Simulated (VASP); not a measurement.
Ti3B4, 7 atoms in the cell. It takes space group Pm-3m (No. 221, cubic). The conventional cell has a = 3.907 Å, b = 3.907 Å, c = 3.907 Å, α = 90.00°, β = 90.00°, γ = 90.00°. Ti (site symmetry 4/mmm) has 6 B at 1.95 Å within 2.6 Å. B (site symmetry m-3m) has 6 Ti at 1.95 Å within 2.6 Å. Within 2.6 Å of B (site symmetry 4/mmm) lie 4 Ti at 1.95 Å. 

* Program: VASP 6.6.1
* Task: single point
* Functional: PBE
* Potentials or basis: VASP PAW PBE potentials, release 64 (Ti_sv, B)
* Cutoff: 520 eV
* k mesh: 4 × 4 × 4
* Occupations: gaussian, width 0.1 eV
* Spin: no spin polarisation
* Dipole correction: no
* Further INCAR settings: ALGO = Normal; EDIFF = 1e-07; NBANDS = 33

Potentials or basis: VASP PAW PBE potentials, release 64 (Ti_sv, B).

Launch:

```console
$ cat potpaw_PBE.64/Ti_sv/POTCAR potpaw_PBE.64/B/POTCAR > POTCAR
$ mpirun -np 1 vasp_std > vasp.out
```

Hardware: 1 thread of AMD EPYC 9R45 (Zen 5), with other jobs on the host.

How long does it take, and how much memory?

Wall time 24 s on 1 thread of AMD EPYC 9R45 (Zen 5) (shared host), peak memory 0.13 GiB. Counts: scf iterations 17, k points 10.
